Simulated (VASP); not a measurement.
# AlN (P3_121) in VASP: a series of runs, part 2 of 2

VASP 6.6.1.

## 3. Relaxation of cell and atoms, PBE

INCAR

```
PREC     = Accurate       # precision mode
ENCUT    = 600            # plane-wave cutoff, eV
EDIFF    = 1E-6           # SCF threshold, eV
ISMEAR   = 0              # smearing method
SIGMA    = 0.1            # smearing width, eV
LREAL    = False          # projectors in reciprocal space
LASPH    = True           # aspherical terms in the spheres
NELM     = 60             # most SCF steps
ALGO     = Normal         # electronic algorithm
ISIF     = 3              # what is computed and relaxed
LWAVE    = False          # write WAVECAR
LCHARG   = False          # write CHGCAR
GGA      = PE             # functional
IBRION   = 2              # ionic algorithm
NSW      = 90             # ionic steps
EDIFFG   = -0.04          # ionic threshold
```

KPOINTS

```
Automatic mesh
0
Gamma
  6 6 4
```

POSCAR

```
AlN
1.0
    3.5932250200      0.0000000000      0.0000000000
   -1.7966125100      3.1118241500      0.0000000000
    0.0000000000      0.0000000000      7.1159024100
Al N
3 3
Direct
    0.7740052500      0.0000000000      0.3333333300
    0.0000000000      0.7740052500      0.6666666700
    0.2259947500      0.2259947500      0.0000000000
    0.6855738000      0.0000000000      0.8333333300
    0.0000000000      0.6855738000      0.1666666700
    0.3144262000      0.3144262000      0.5000000000
```

Potentials or basis: VASP PAW PBE potentials, release 64 (Al, N).

The run is started by

```
$ cat potpaw_PBE.64/Al/POTCAR potpaw_PBE.64/N/POTCAR > POTCAR
$ mpirun -np 1 vasp_std > vasp.out
```

OUTCAR:

```text
PREC = Accurate
   ENCUT = 600
   EDIFF = 1E-6
   ISMEAR = 0
   LREAL = False
   LASPH = True
   NELM = 60
   ISIF = 3
   GGA = PE
   IBRION = 2
   NSW = 90
   EDIFFG = -0.04

 ion  position               nearest neighbor table
   1  0.774  0.000  0.333-   5 2.06   6 2.06   5 2.48   6 2.48   3 2.76   2 2.76
   2  0.000  0.774  0.667-   4 2.06   6 2.06   4 2.48   6 2.48   3 2.76   1 2.76
   3  0.226  0.226  0.000-   4 2.06   5 2.06   4 2.48   5 2.48   1 2.76   2 2.76
   4  0.686  0.000  0.833-   2 2.06   3 2.06   2 2.48   3 2.48
   5  0.000  0.686  0.167-   1 2.06   3 2.06   1 2.48   3 2.48
   6  0.314  0.314  0.500-   1 2.06   2 2.06   2 2.48   1 2.48

  LATTYP: Found a hexagonal cell.
 ALAT       =     3.5932250200
 C/A-ratio  =     1.9803664870

  Lattice vectors:

 A1 = (   3.5932250200,   0.0000000000,   0.0000000000)
 A2 = (  -1.7966125100,   3.1118241500,   0.0000000000)
 A3 = (   0.0000000000,   0.0000000000,   7.1159024100)

Analysis of symmetry for initial positions (statically):
=====================================================================
 Subroutine PRICEL returns:
 Original cell was already a primitive cell.

 Routine SETGRP: Setting up the symmetry group for a
 hexagonal supercell.

 Subroutine GETGRP returns: Found  6 space group operations
 (whereof  2 operations were pure point group operations)
 out of a pool of 24 trial point group operations.

The static configuration has the point symmetry C_2 .
 The point group associated with its full space group is D_3 .

Analysis of symmetry for dynamics (positions and initial velocities):
=====================================================================
 Subroutine PRICEL returns:
 Original cell was already a primitive cell.

 Routine SETGRP: Setting up the symmetry group for a
 hexagonal supercell.

 Subroutine GETGRP returns: Found  6 space group operations
 (whereof  2 operations were pure point group operations)
 out of a pool of 24 trial point group operations.

The dynamic configuration has the point symmetry C_2 .
 The point group associated with its full space group is D_3 .

 Subroutine INISYM returns: Found  6 space group operations
[... 145 lines left out ...]

 number of electron      23.9999999 magnetization

 Free energy of the ion-electron system (eV)
  ---------------------------------------------------
  ext. energy  EPLUGINS =         0.00000000
  ---------------------------------------------------
  free energy    TOTEN  =       -36.18436358 eV

  energy without entropy =      -36.18277065  energy(sigma->0) =      -36.18356712

------------------------ aborting loop because EDIFF is reached ----------------------------------------

  FORCE on cell =-STRESS in cart. coord.  units (eV):
  Direction    XX          YY          ZZ          XY          YZ          ZX
  --------------------------------------------------------------------------------------
  -------------------------------------------------------------------------------------
  Total      -24.0365912    -24.0365912     -1.5721596      0.0000000      0.0000000     -0.0000000
  in kB     -484.0096434   -484.0096438    -31.6575846      0.0000000      0.0000000     -0.0000000
  external PRESSURE =    -333.2256239 kB  Pullay stress =       0.0000000 kB
[... 101 lines left out ...]
  FREE ENERGIE OF THE ION-ELECTRON SYSTEM (eV)
  ---------------------------------------------------
  free  energy   TOTEN  =       -41.7512597114 eV

  energy  without entropy=      -41.7512597114  energy(sigma->0) =      -41.75125971

 E-fermi :   9.6659     XC(G=0): -11.9744

 val. band max:        9.2204486607   @ k =   0.0000   0.0000   0.0000
 cond. band min:      13.1072207099   @ k =   0.5000   0.0000   0.0000
 fundamental gap:      3.8867720492
 Fermi energy:         9.6659031186

 k-point     1 :       0.0000    0.0000    0.0000
  band No.  band energies     occupation
      1      -7.8497      2.00000
      2      -5.9362      2.00000
      3      -5.9362      2.00000
      4       3.1431      2.00000
      5       3.1431      2.00000
      6       8.1974      2.00000
[... 433 lines left out ...]
      3      -4.0966      2.00000
      4       2.6033      2.00000
      5       2.6033      2.00000
      6       2.8557      2.00000
[... 8 lines left out ...]
     15      16.5950      0.00000
     16      18.1073      0.00000

[... ionic steps 4 to 13 ...]

--------------------------------------- Ionic step       14  -------------------------------------------

 number of electron      24.0000002 magnetization

------------------------ aborting loop because EDIFF is reached ----------------------------------------
[... 75 lines left out ...]
--------------------------------------- Ionic step       16  -------------------------------------------

 number of electron      24.0000001 magnetization

 Free energy of the ion-electron system (eV)
  ---------------------------------------------------
  ext. energy  EPLUGINS =         0.00000000
  ---------------------------------------------------
  free energy    TOTEN  =       -43.66783205 eV

  energy without entropy =      -43.66783205  energy(sigma->0) =      -43.66783205

 E-fermi :  10.1772     XC(G=0): -12.1998

 val. band max:        9.7302827781   @ k =   0.0000   0.0000   0.0000
 cond. band min:      14.1575759088   @ k =   0.5000   0.0000   0.0000
 fundamental gap:      4.4272931307
 Fermi energy:        10.1772403583

 k-point     1 :       0.0000    0.0000    0.0000
  band No.  band energies     occupation
      1      -7.6589      2.00000
      2      -5.6361      2.00000
      3      -5.6361      2.00000
      4       3.5859      2.00000
      5       3.5859      2.00000
      6       8.9092      2.00000
[... 478 lines left out ...]
  FREE ENERGIE OF THE ION-ELECTRON SYSTEM (eV)
  ---------------------------------------------------
  free  energy   TOTEN  =       -43.6678320536 eV

  energy  without entropy=      -43.6678320536  energy(sigma->0) =      -43.66783205

 reached required accuracy - stopping structural energy minimisation
```

OSZICAR:

```text
N       E                     dE             d eps       ncg     rms          rms(c)
DAV:   1     0.902874133009E+02    0.90287E+02   -0.11735E+04   768   0.146E+03
DAV:   2    -0.333409497066E+02   -0.12363E+03   -0.12078E+03  1064   0.244E+02
DAV:   3    -0.418562575302E+02   -0.85153E+01   -0.84888E+01  1032   0.772E+01
DAV:   4    -0.419388943864E+02   -0.82637E-01   -0.82611E-01   992   0.821E+00
[... 135 lines left out ...]
DAV:   2    -0.436680710407E+02   -0.40262E-03   -0.72931E-03  1128   0.697E-01    0.832E-02
DAV:   3    -0.436678659214E+02    0.20512E-03   -0.24625E-04   992   0.149E-01    0.384E-02
DAV:   4    -0.436678312960E+02    0.34625E-04   -0.18137E-04  1128   0.109E-01    0.966E-03
DAV:   5    -0.436678321888E+02   -0.89280E-06   -0.19265E-05   920   0.407E-02    0.598E-03
DAV:   6    -0.436678320536E+02    0.13518E-06   -0.34228E-07   648   0.591E-03
  16 F= -.43667832E+02 E0= -.43667832E+02  d E =-.129758E-02
```

CONTCAR:

```text
AlN
   1.00000000000000
     2.8765541883006192    0.0000000000000000   -0.0000000000000000
    -1.4382770941503096    2.4911690028852003    0.0000000000000000
    -0.0000000000000000    0.0000000000000000    7.0462300022157063
  Al              N
     3     3
Direct
     0.6660267014162525    0.0000000000000000    0.3333333300000021
     0.0000000000007818    0.6660267014178161    0.6666666699999979
     0.3339732985829659    0.3339732985821840    0.0000000000000000
     0.6663612101857972    0.0000000000000000    0.8333333300000021
     0.0000000000008259    0.6663612101874489    0.1666666699999979
     0.3336387898133772    0.3336387898125515    0.5000000000000000

  0.00000000E+00  0.00000000E+00  0.00000000E+00
  0.00000000E+00  0.00000000E+00  0.00000000E+00
  0.00000000E+00  0.00000000E+00  0.00000000E+00
  0.00000000E+00  0.00000000E+00  0.00000000E+00
  0.00000000E+00  0.00000000E+00  0.00000000E+00
  0.00000000E+00  0.00000000E+00  0.00000000E+00
```

Run time: 5.1 min. Hardware: 1 thread of Intel Xeon Platinum 8488C (Sapphire Rapids), shared host; peak memory 0.24 GiB.

Results:

```
Free energy                            : -43.6678 eV
Relaxed volume                         : 8.42 Å³/atom
Relaxed cell                           : a = 2.877 Å, b = 2.877 Å, c = 7.046 Å, α = 90.00°, β = 90.00°, γ = 120.00°
Space group after relaxing (to 0.05 Å) : Fm-3m (No. 225)
Energy gained by relaxing              : 1247.2 meV/atom
Ionic steps                            : 16
Pressure after relaxing                : 0.2 GPa
Largest force after relaxing           : 0.017 eV/Å
Band gap on the k mesh                 : 4.43 eV, indirect (least direct gap 5.42 eV)
```

Forces in eV/Å, atoms in the order of the input:
```
Al   0.017  0.000  0.000
Al  -0.009  0.015  0.000
Al  -0.009 -0.015  0.000
N    0.013  0.000  0.000
N   -0.006  0.011  0.000
N   -0.006 -0.011  0.000
```

Stress tensor (GPa, compression positive):
```
0.28 0.00 0.00
0.00 0.28 0.00
0.00 0.00 0.01
```

Step by step:
```
step  energy change (eV)  largest force (eV/Å)  pressure (GPa)  volume (Å³)
   1              0.0000                0.7971          -33.32        79.57
   2             -5.4340                4.0437           20.61        51.13
   3             -5.5669                3.4212            7.45        53.74
   4             -6.0330                1.0156           19.48        47.82
   5             -6.6037                2.0102            8.95        50.39
   6             -7.2542                0.6074           -9.69        53.08
   7             -7.2551                0.6487           -9.14        52.96
   8             -7.3768                0.4266            2.88        50.17
   9             -7.3773                0.4369            2.11        50.33
  10             -7.4317                0.3631            1.93        50.26
  11             -7.4486                0.3205            2.02        50.19
  12             -7.4774                0.1433           -1.95        50.94
  13             -7.4774                0.1496           -1.78        50.90
  14             -7.4818                0.0487            1.01        50.34
  15             -7.4822                0.0724            0.37        50.46
  16             -7.4835                0.0172            0.19        50.49
```

Final structure:
```yaml
crystal:
  lattice:
    - [2.87655, 0.00000, 0.00000]
    - [-1.43828, 2.49117, 0.00000]
    - [0.00000, 0.00000, 7.04623]
  atoms:
    - { symbol: Al, position: [0.66603, 0.00000, 0.33333] }
    - { symbol: Al, position: [0.00000, 0.66603, 0.66667] }
    - { symbol: Al, position: [0.33397, 0.33397, 0.00000] }
    - { symbol: N, position: [0.66636, 0.00000, 0.83333] }
    - { symbol: N, position: [0.00000, 0.66636, 0.16667] }
    - { symbol: N, position: [0.33364, 0.33364, 0.50000] }
```

Caveat: the volume moved by over 15 % at a fixed basis, so the end points are rough. As with any semilocal functional, this PBE gap is likely too small.
